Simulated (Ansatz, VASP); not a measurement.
# TiTe2 in VASP and in Ansatz

Contents of INCAR:

```
  PREC = Accurate
  ENCUT = 520
  EDIFF = 1E-6
  ISMEAR = 0
  SIGMA = 0.1
  LREAL = F
  LASPH = T
  NELM = 60
  ALGO = Normal
  ISIF = 2
  LWAVE = F
  LCHARG = F
  GGA = PE
  NBANDS = 19
```

The input KPOINTS:

```
Automatic mesh
0
Gamma
  6 6 4
```

POSCAR

```
TiTe2
1.0
    3.8242092350      0.0000000000      0.0000000000
   -1.9121046175      3.3118623469      0.0000000000
    0.0000000000      0.0000000000      6.7182524100
Ti Te
1 2
Direct
    0.0000000000      0.0000000000      0.0000000000
    0.6666666700      0.3333333300      0.7498315100
    0.3333333300      0.6666666700      0.2501684900
```

Input for Ansatz:

```yaml
crystal:
  lattice:
    - [3.824209235, 0.0, 0.0]
    - [-1.9121046175, 3.3118623469, 0.0]
    - [0.0, 0.0, 6.71825241]
  atoms:
    - { symbol: Ti, position: [0.0, 0.0, 0.0] }
    - { symbol: Te, position: [0.66666667, 0.33333333, 0.74983151] }
    - { symbol: Te, position: [0.33333333, 0.66666667, 0.25016849] }
basis:
  ecutwfc: 420
kpoints:
  mp_grid: { grid: [6, 6, 4] }
hamiltonian:
  xc: pbe
scf:
  occupations: { method: gaussian, width: 0.1 }
  lower_state_search: "off"
output:
  forces: true
  stress: true
  eigenvalues: true
```

Alike in both runs: task single point; functional PBE; k mesh 6 × 6 × 4; occupations gaussian, width 0.1 eV; no spin polarisation.

```csv
,VASP,Ansatz
version,VASP 6.6.1,Ansatz 0.2.0
potentials or method,"VASP PAW PBE potentials, release 64 (Ti_sv, Te), cutoff 520 eV","scalar-relativistic, plane waves, PAW"
valence electrons in the cell,24,44
```

```tsv
	VASP	Ansatz	Ansatz less VASP
gap on the k mesh at the Fermi level (eV)	none	none	-
pressure (GPa)	0.0	0.0	+0.02
traceless stress, the component that is largest in VASP (GPa)	0.66	0.66	-0.002
rms of the force components (eV/Å)	0.071	0.067	-0.0041
```

Atom by atom the forces differ by 0.004 eV/Å (rms over components). A gap of «none» marks a metal or a gap that the smearing closes. With one functional, cell and mesh, what is left measures potentials, basis and numerics. VASP's potentials hold 24 valence electrons a cell and Ansatz's 44, so a difference there can come from the potentials and not from the codes.

Spin-orbit coupling is off throughout.
